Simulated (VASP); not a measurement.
A run of VASP 6.6.1:

INCAR

```
  PREC = Accurate
  ENCUT = 520
  EDIFF = 1E-6
  ISMEAR = -1
  SIGMA = 0.02
  LREAL = False
  LASPH = True
  NELM = 100
  ALGO = Normal
  ISIF = 2
  LWAVE = False
  LCHARG = False
  GGA = CA
  NBANDS = 15
```

The input KPOINTS:

```
Automatic mesh
0
Gamma
  9 9 9
```

POSCAR

```
KF
1.0
    3.2805381124      0.0000000000      0.0000000000
    0.0000000000      3.2805381124      0.0000000000
    0.0000000000      0.0000000000      3.2805381124
K F
1 1
Direct
    0.0000000000      0.0000000000      0.0000000000
    0.5000000000      0.5000000000      0.5000000000
```

Potentials or basis: VASP PAW LDA potentials, release 64 (K_sv, F).

Run with:

```sh
$ cat potpaw_LDA.64/K_sv/POTCAR potpaw_LDA.64/F/POTCAR > POTCAR
$ mpirun -np 1 vasp_std > vasp.out
```

Hardware: 1 thread of Intel(R) Xeon(R) Platinum 8488C (Sapphire Rapids) (shared host).

Task: How long does it take, and how much memory?

Result: It took 5.7 s on 1 thread of Intel(R) Xeon(R) Platinum 8488C (Sapphire Rapids), with other jobs on the host, peak memory 0.13 GiB. Counts: scf iterations 13, k points 35.
